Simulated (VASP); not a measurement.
# ZrAl5N6 (P-3m1) in VASP: a series of runs, part 2 of 2

VASP 6.6.1. The steps go on from the part before.

## 3. Single point, PBE

Input file INCAR:

```
ALGO = Normal
EDIFF = 1E-6
ENCUT = 520
GGA = PE
ISIF = 2
ISMEAR = 0
LASPH = T
LCHARG = F
LREAL = F
LWAVE = F
NBANDS = 40
NELM = 60
PREC = Accurate
SIGMA = 0.1
```

Input file KPOINTS:

```
k-points
0
Gamma
  12 12 4
```

Input file POSCAR:

```
ZrAl5N6
1.0
    2.9365679301      0.0000000000      0.0000000000
   -1.4682839651      2.5431424274      0.0000000000
    0.0000000000      0.0000000000     14.6207442635
Zr Al N
1 5 6
Direct
    0.0000000000      0.0000000000      0.0000000000
    0.6666666667      0.3333333333      0.1789646549
    0.3333333333      0.6666666667      0.3396642385
    0.0000000000      0.0000000000      0.5000000000
    0.6666666667      0.3333333333      0.6603357615
    0.3333333333      0.6666666667      0.8210353451
    0.6666666667      0.3333333333      0.8977408629
    0.3333333333      0.6666666667      0.1022591371
    0.0000000000      0.0000000000      0.2596967539
    0.6666666667      0.3333333333      0.4198667323
    0.3333333333      0.6666666667      0.5801332677
    0.0000000000      0.0000000000      0.7403032461
```

Potentials or basis: VASP PAW PBE potentials, release 64 (Zr_sv, Al, N).

Run with:

```sh
cat potpaw_PBE.64/Zr_sv/POTCAR potpaw_PBE.64/Al/POTCAR potpaw_PBE.64/N/POTCAR > POTCAR
mpirun -np 1 vasp_std > vasp.out
```

OUTCAR:

```text
EDIFF = 1E-6
   ENCUT = 520
   GGA = PE
   ISIF = 2
   ISMEAR = 0
   LASPH = T
   LREAL = F
   NELM = 60
   PREC = Accurate

 ion  position               nearest neighbor table
   1  0.000  0.000  0.000-   7 2.26   8 2.26   7 2.26   8 2.26   7 2.26   8 2.26   2 3.12   6 3.12
                             6 3.12   2 3.12   2 3.12   6 3.12
   2  0.667  0.333  0.179-   8 2.03   8 2.03   8 2.03   9 2.07   9 2.07   9 2.07   3 2.90   3 2.90
                             3 2.90   1 3.12   1 3.12   1 3.12
   3  0.333  0.667  0.340-   9 2.06   9 2.06   9 2.06  10 2.06  10 2.06  10 2.06   4 2.89   4 2.89
                             4 2.89   2 2.90   2 2.90   2 2.90
   4  0.000  0.000  0.500-  10 2.06  11 2.06  10 2.06  11 2.06  10 2.06  11 2.06   3 2.89   5 2.89
                             3 2.89   5 2.89   5 2.89   3 2.89
   5  0.667  0.333  0.660-  12 2.06  12 2.06  12 2.06  11 2.06  11 2.06  11 2.06   4 2.89   4 2.89
                             4 2.89   6 2.90   6 2.90   6 2.90
   6  0.333  0.667  0.821-   7 2.03   7 2.03   7 2.03  12 2.07  12 2.07  12 2.07   5 2.90   5 2.90
                             5 2.90   1 3.12   1 3.12   1 3.12
   7  0.667  0.333  0.898-   6 2.03   6 2.03   6 2.03   1 2.26   1 2.26   1 2.26
   8  0.333  0.667  0.102-   2 2.03   2 2.03   2 2.03   1 2.26   1 2.26   1 2.26
   9  0.000  0.000  0.260-   3 2.06   3 2.06   3 2.06   2 2.07   2 2.07   2 2.07
  10  0.667  0.333  0.420-   4 2.06   4 2.06   4 2.06   3 2.06   3 2.06   3 2.06
  11  0.333  0.667  0.580-   4 2.06   4 2.06   4 2.06   5 2.06   5 2.06   5 2.06
  12  0.000  0.000  0.740-   5 2.06   5 2.06   5 2.06   6 2.07   6 2.07   6 2.07

  LATTYP: Found a hexagonal cell.
 ALAT       =     2.9365679301
 C/A-ratio  =     4.9788544354

  Lattice vectors:

 A1 = (   2.9365679301,   0.0000000000,   0.0000000000)
 A2 = (  -1.4682839651,   2.5431424274,   0.0000000000)
 A3 = (   0.0000000000,   0.0000000000,  14.6207442635)

Analysis of symmetry for initial positions (statically):
=====================================================================
 Subroutine PRICEL returns:
 Original cell was already a primitive cell.
[... 169 lines left out ...]
   AEXX    =    0.0000 exact exchange contribution
   IVDW    =     0    specifies the selected vdW correction
   LEPSILON=     F    determine dielectric tensor
   LRPA    =     F    only Hartree local field effects (RPA)
 non-spin polarized calculation
 Gauss-broadening in eV      SIGMA  =   0.10
  energy-cutoff  :      520.00
  volume of cell :      109.19
 maximum number of plane-waves:      3042
 NGX is ok and might be reduce to    24
   NGX = 11   NGY = 11   NGZ = 55

 number of electron      57.0000004 magnetization

 Free energy of the ion-electron system (eV)
  ---------------------------------------------------
  ext. energy  EPLUGINS =         0.00000000
  ---------------------------------------------------
  free energy    TOTEN  =       -91.91304613 eV

  energy without entropy =      -91.90906620  energy(sigma->0) =      -91.91105616

 E-fermi :  10.8318     XC(G=0): -12.2309

 val. band max:       10.7940510633   @ k =  -0.1667   0.5000   0.2500
 cond. band min:      11.1381940811   @ k =   0.2500   0.1667   0.5000
 fundamental gap:      0.3441430178
 Fermi energy:        10.8318239132

 k-point     1 :       0.0000    0.0000    0.0000
  band No.  band energies     occupation
      1     -38.0241      2.00000
      2     -16.4192      2.00000
      3     -15.3138      2.00000
      4     -15.3138      2.00000
      5      -7.2209      2.00000
      6      -6.7261      2.00000
[... 1021 lines left out ...]
     39      18.5057      0.00000
     40      18.6027      0.00000

 [... further k-points ...]
[... 5 lines left out ...]
  --------------------------------------------------------------------------------------
  -------------------------------------------------------------------------------------
  Total       -0.1030964     -0.1030964     -0.0873938      0.0000000     -0.0000000     -0.0000000
  in kB       -1.5127739     -1.5127739     -1.2823630      0.0000000     -0.0000000     -0.0000000
  external PRESSURE =      -1.4359702 kB  Pullay stress =       0.0000000 kB

 VOLUME and BASIS-vectors are now :
 -----------------------------------------------------------------------------
  energy-cutoff  :      520.00
  volume of cell :      109.19
      direct lattice vectors                 reciprocal lattice vectors
     2.936567930  0.000000000  0.000000000     0.340533583  0.196607156  0.000000000
    -1.468283965  2.543142427  0.000000000     0.000000000  0.393214312  0.000000000
     0.000000000  0.000000000 14.620744264     0.000000000  0.000000000  0.068395971

 POSITION                                       TOTAL-FORCE (eV/Angst)
 -----------------------------------------------------------------------------------
      0.00000      0.00000      0.00000         0.000000      0.000000      0.000000
      1.46828      0.84771      2.61660         0.000000     -0.000000     -0.002272
     -0.00000      1.69543      4.96614         0.000000      0.000000     -0.000816
      0.00000      0.00000      7.31037         0.000000      0.000000      0.000000
      1.46828      0.84771      9.65460         0.000000     -0.000000      0.000816
     -0.00000      1.69543     12.00415         0.000000      0.000000      0.002272
      1.46828      0.84771     13.12564        -0.000000      0.000000     -0.030979
     -0.00000      1.69543      1.49510         0.000000      0.000000      0.030979
      0.00000      0.00000      3.79696         0.000000     -0.000000      0.002568
      1.46828      0.84771      6.13876         0.000000      0.000000      0.000916
     -0.00000      1.69543      8.48198        -0.000000     -0.000000     -0.000916
      0.00000      0.00000     10.82378         0.000000      0.000000     -0.002568
 -----------------------------------------------------------------------------------
    total drift:                                0.000000     -0.000000      0.000000

  FREE ENERGIE OF THE ION-ELECTRON SYSTEM (eV)
  ---------------------------------------------------
  free  energy   TOTEN  =       -91.9130461317 eV

  energy  without entropy=      -91.9090661963  energy(sigma->0) =      -91.91105616
```

OSZICAR:

```text
N       E                     dE             d eps       ncg     rms          rms(c)
DAV:   1     0.299964687798E+03    0.29996E+03   -0.28565E+04  5520   0.135E+03
DAV:   2    -0.820301240545E+02   -0.38199E+03   -0.36940E+03  6952   0.306E+02
DAV:   3    -0.103374679603E+03   -0.21345E+02   -0.21224E+02  7672   0.734E+01
DAV:   4    -0.104010638761E+03   -0.63596E+00   -0.63462E+00  8576   0.104E+01
DAV:   5    -0.104015998549E+03   -0.53598E-02   -0.53594E-02  7432   0.108E+00    0.293E+01
DAV:   6    -0.918709503073E+02    0.12145E+02   -0.50423E+01  6832   0.311E+01    0.118E+01
DAV:   7    -0.919495333514E+02   -0.78583E-01   -0.35307E+00  7120   0.786E+00    0.764E+00
DAV:   8    -0.919133044928E+02    0.36229E-01   -0.27919E-01  6904   0.308E+00    0.806E-01
DAV:   9    -0.919128287950E+02    0.47570E-03   -0.34473E-02  7376   0.934E-01    0.511E-01
DAV:  10    -0.919129904078E+02   -0.16161E-03   -0.44845E-03  7144   0.402E-01    0.188E-01
DAV:  11    -0.919130268131E+02   -0.36405E-04   -0.50421E-04  7632   0.142E-01    0.680E-02
DAV:  12    -0.919130469744E+02   -0.20161E-04   -0.10131E-04  6952   0.582E-02    0.226E-02
DAV:  13    -0.919130451994E+02    0.17750E-05   -0.21317E-05  7192   0.295E-02    0.694E-03
DAV:  14    -0.919130463005E+02   -0.11011E-05   -0.46256E-06  6720   0.125E-02    0.343E-03
DAV:  15    -0.919130461317E+02    0.16886E-06   -0.67937E-07  4128   0.448E-03
   1 F= -.91913046E+02 E0= -.91911056E+02  d E =-.397994E-02
```

stdout:

```text
POSCAR found type information on POSCAR ZrAlN
 POSCAR found :  3 types and      12 ions
 scaLAPACK will be used
 LDA part: xc-table for (Slater+PW92), standard interpolation
 POSCAR, INCAR and KPOINTS ok, starting setup
 FFT: planning ... GRIDC
 FFT: planning ... GRID_SOFT
 FFT: planning ... GRID
 WAVECAR not read
 entering main loop
```

Wall time 9.5 min (1 thread of AMD EPYC 7R13, shared host); peak memory 0.38 GiB.

What came out:

| Property | Result |
| --- | --- |
| Free energy | -91.9130 eV |
| Pressure | -0.1 GPa |
| Largest force | 0.031 eV/Å |

Forces on the atoms (eV/Å):
```
Zr   0.000  0.000  0.000
Al   0.000  0.000 -0.002
Al   0.000  0.000 -0.001
Al   0.000  0.000  0.000
Al   0.000  0.000  0.001
Al   0.000  0.000  0.002
N    0.000  0.000 -0.031
N    0.000  0.000  0.031
N    0.000  0.000  0.003
N    0.000  0.000  0.001
N    0.000  0.000 -0.001
N    0.000  0.000 -0.003
```

## 4. Single point, PBE, collinear spin, ferromagnetic start

Input file INCAR:

```
SYSTEM = ZrAl5N6
ALGO = Normal
EDIFF = 1E-6
ENCUT = 520
GGA = PE
ISIF = 2
ISMEAR = 0
ISPIN = 2
LASPH = .True.
LCHARG = .False.
LMAXMIX = 4
LORBIT = 11
LREAL = .False.
LWAVE = .False.
MAGMOM = 1 0 0 0 0 0 0 0 0 0 0 0
NBANDS = 44
NELM = 150
PREC = Accurate
SIGMA = 0.1
```

Input file KPOINTS:

```
k-points
0
Gamma
  6 6 2
  0 0 0
```

Input file POSCAR:

```
ZrAl5N6
1.0
    2.9370280604      0.0000000000      0.0000000000
   -1.4685140302      2.5435409119      0.0000000000
    0.0000000000      0.0000000000     14.6214243921
Zr Al N
1 5 6
Direct
    0.0000000000      0.0000000000      0.0000000000
    0.6666666667      0.3333333333      0.1790326144
    0.3333333333      0.6666666667      0.3397067713
    0.0000000000      0.0000000000      0.5000000000
    0.6666666667      0.3333333333      0.6602932287
    0.3333333333      0.6666666667      0.8209673856
    0.6666666667      0.3333333333      0.8976857928
    0.3333333333      0.6666666667      0.1023142072
    0.0000000000      0.0000000000      0.2597334487
    0.6666666667      0.3333333333      0.4198814535
    0.3333333333      0.6666666667      0.5801185465
    0.0000000000      0.0000000000      0.7402665513
```

Run with:

```sh
cat potpaw_PBE.64/Zr_sv/POTCAR potpaw_PBE.64/Al/POTCAR potpaw_PBE.64/N/POTCAR > POTCAR
mpirun -np 1 vasp_std > vasp.out
```

It took 6.5 min on 1 thread of AMD EPYC 7R13, shared host; peak memory 0.31 GiB.

It converged, with:

```yaml
Free_energy: -91.8595 eV
Pressure: -0.1 GPa
Largest_force: 0.034 eV/Å
Net_moment: 0.10 μB per cell
Site_moments: Zr +0.06; Al +0.00; N +0.01, +0.00 μB
Valence_electrons_inside_the_program's_atomic_spheres: Zr 10.05; Al 0.69; N 3.81, 3.82
```

Forces on the atoms (eV/Å):
```
Zr   0.000  0.000  0.000
Al   0.000  0.000 -0.006
Al   0.000  0.000 -0.006
Al   0.000  0.000  0.000
Al   0.000  0.000  0.006
Al   0.000  0.000  0.006
N    0.000  0.000 -0.034
N    0.000  0.000  0.034
N    0.000  0.000  0.009
N    0.000  0.000  0.003
N    0.000  0.000 -0.003
N    0.000  0.000 -0.009
```

Stress tensor (GPa, compression positive):
```
-0.15  0.00  0.00
 0.00 -0.15  0.00
 0.00  0.00 -0.07
```

Levels at points of the mesh, in eV from the Fermi level:
Spin up:
| k point | band 24 | band 25 | band 26 | band 27 | band 28 | band 29 | band 30 | band 31 | band 32 | band 33 |
| --- | --- | --- | --- | --- | --- | --- | --- | --- | --- | --- |
| (0.00, 0.00, 0.00) | -1.61 | -1.61 | -1.28 | -1.28 | -1.16 | 0.41 | 1.93 | 1.93 | 4.06 | 4.44 |
| (0.50, 0.00, 0.00) | -3.17 | -2.78 | -2.42 | -2.32 | -2.28 | -1.45 | 3.16 | 4.12 | 4.50 | 5.01 |
| (0.00, 0.00, 0.50) | -1.88 | -1.41 | -1.41 | -1.35 | -1.35 | 0.53 | 1.93 | 1.93 | 4.17 | 4.48 |
| (0.50, 0.00, 0.50) | -3.47 | -2.74 | -2.70 | -2.16 | -2.13 | -1.40 | 3.27 | 3.79 | 4.83 | 4.92 |
Spin down:
| k point | band 26 | band 27 | band 28 | band 29 | band 30 | band 31 |
| --- | --- | --- | --- | --- | --- | --- |
| (0.00, 0.00, 0.00) | -1.27 | -1.27 | -1.16 | 0.46 | 2.01 | 2.01 |
| (0.50, 0.00, 0.00) | -2.42 | -2.32 | -2.27 | -1.38 | 3.16 | 4.13 |
| (0.00, 0.00, 0.50) | -1.40 | -1.35 | -1.35 | 0.57 | 2.01 | 2.01 |
| (0.50, 0.00, 0.50) | -2.69 | -2.15 | -2.13 | -1.33 | 3.28 | 3.80 |

Caveat: the k points lie up to 0.41 Å⁻¹ apart.

## 5. Overview

| task | spin | cell | k mesh | cutoff (eV) | gap on the mesh (eV) | pressure (GPa) | largest force (eV/Å) |
| --- | --- | --- | --- | --- | --- | --- | --- |
| relaxation of cell and atoms | off | relaxed from a = 2.937, b = 2.937, c = 14.621 Å, angles 90.0, 90.0, 120.0°, 12 atoms | 6 × 6 × 2 | 600 | none | -0.3 | 0.03 |
| single point | off | a = 2.937, b = 2.937, c = 14.621 Å, angles 90.0, 90.0, 120.0°, 12 atoms | 12 × 12 × 4 | 520 | none | -0.1 | 0.03 |
| single point | collinear, ferromagnetic start | a = 2.937, b = 2.937, c = 14.621 Å, angles 90.0, 90.0, 120.0°, 12 atoms | 6 × 6 × 2 | 520 | none | -0.1 | 0.03 |

Alike in all rows: level PBE; potentials or basis VASP PAW PBE potentials, release 64 (Zr_sv, Al, N); smearing gaussian 0.1 eV.

Caveats: some runs use coarse meshes; the relaxation stopped at its first step, so nothing moved (some runs).

Total energies depend on the potentials used, so only differences within one code and one set of settings carry meaning.
